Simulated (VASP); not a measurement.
Wanted: the native input for a VASP 6.6.1 run.

| Property | Result |
| --- | --- |
| Task | single point |
| Functional | PBEsol |
| Potentials or basis | VASP PAW PBE potentials, release 64 (C) |
| Cutoff | 520 eV |
| k mesh | 12 × 12 × 12 |
| Occupations | gaussian, width 0.05 eV |
| Spin | no spin polarisation |
| Dipole correction | no |
| Further INCAR settings | ALGO = Normal; EDIFF = 1e-06; NBANDS = 11 |

The structure of C lies in POSCAR:

```
C
1.0
    0.0000000000      1.8012487981      1.7291988462
    1.8012487981      0.0000000000      1.7291988462
    1.8012487981      1.8012487981      0.0000000000
C
2
Direct
    0.5000000000      0.5000000000      0.5000000000
    0.7500000000      0.7500000000      0.7500000000
```

This cell differs from its parent crystal: ratio of the length along z to the lengths across it x 0.96, volume and fractional coordinates fixed.

These files were run (other wordings do the same):

INCAR

```
ALGO = Normal
EDIFF = 1E-6
ENCUT = 520
GGA = PS
ISIF = 2
ISMEAR = 0
LASPH = T
LCHARG = F
LREAL = F
LWAVE = F
NBANDS = 11
NELM = 60
PREC = Accurate
SIGMA = 0.05
```

KPOINTS

```
k-points
0
Gamma
  12 12 12
```

Potentials or basis: VASP PAW PBE potentials, release 64 (C).

Launch:

```console
$ cat potpaw_PBE.64/C/POTCAR > POTCAR
$ mpirun -np 1 vasp_std > vasp.out
```

Results of the run:

```
Pressure               : 1.1 GPa
Band gap on the k mesh : 3.04 eV, indirect (least direct gap 4.86 eV)
```

Caveat: the PAW data sets were made with another functional, which shifts forces and pressure a little.

Wall time 12 s on 1 thread of Intel(R) Xeon(R) Platinum 8375C CPU @ 2.90GHz (Ice Lake) (shared host), peak memory 0.13 GiB.
